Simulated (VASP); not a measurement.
Write the native input for VASP 6.6.1 that does the following.

```
Task                   : electric field gradients
Functional             : PBE
Potentials or basis    : VASP PAW PBE potentials, release 64 (Eu, S)
Cutoff                 : 520 eV
k mesh                 : 10 × 10 × 10
Occupations            : fermi-dirac, width 0.08 eV
Spin                   : collinear spin, ferromagnetic start
Starting moments       : [7.0, 0.0] μB
Dipole correction      : no
Further INCAR settings : ALGO = Normal; EDIFF = 1e-08; NBANDS = 22
```

The structure of EuS (rocksalt type) lies in POSCAR:

```
EuS
1.0
    0.0000000000      2.9242242639      2.9242242639
    2.9242242639      0.0000000000      2.9242242639
    2.9242242639      2.9242242639      0.0000000000
Eu S
1 1
Direct
    0.0000000000      0.0000000000      0.0000000000
    0.5000000000      0.5000000000      0.5000000000
```

One way to write it, as run:

INCAR

```
ALGO = Normal ; EDIFF = 1E-8
ENCUT = 520 ; GGA = PE
GGA_COMPAT = False ; ISIF = 2
ISMEAR = -1 ; ISPIN = 2
LASPH = True ; LCHARG = False
LEFG = True ; LMAXMIX = 6
LORBIT = 11 ; LREAL = False
LWAVE = False ; MAGMOM = 7 0
NBANDS = 22 ; NELM = 200
PREC = Accurate ; SIGMA = 0.08
```

KPOINTS

```
k-points
0
Gamma
  10 10 10
```

Potentials or basis: VASP PAW PBE potentials, release 64 (Eu, S).

The run is started by

```console
$ cat potpaw_PBE.64/Eu/POTCAR potpaw_PBE.64/S/POTCAR > POTCAR
$ mpirun -np 1 vasp_std > vasp.out
```

Results of the run:

| Property | Result |
| --- | --- |
| Pressure | -0.3 GPa |
| Net moment | 6.94 μB per cell |
| Site moments | Eu +6.56; S -0.07 μB |
| Largest electric field gradient by atom | zero within the noise of the run |
| Valence electrons inside the program's atomic spheres | Eu 14.76; S 3.76 |

Caveat: a cell with one magnetic atom can't hold antiferromagnetic order, which such compounds often take.

It took 4.3 min on 1 thread of Intel Xeon 8259CL, with other jobs on the host, peak memory 0.27 GiB.
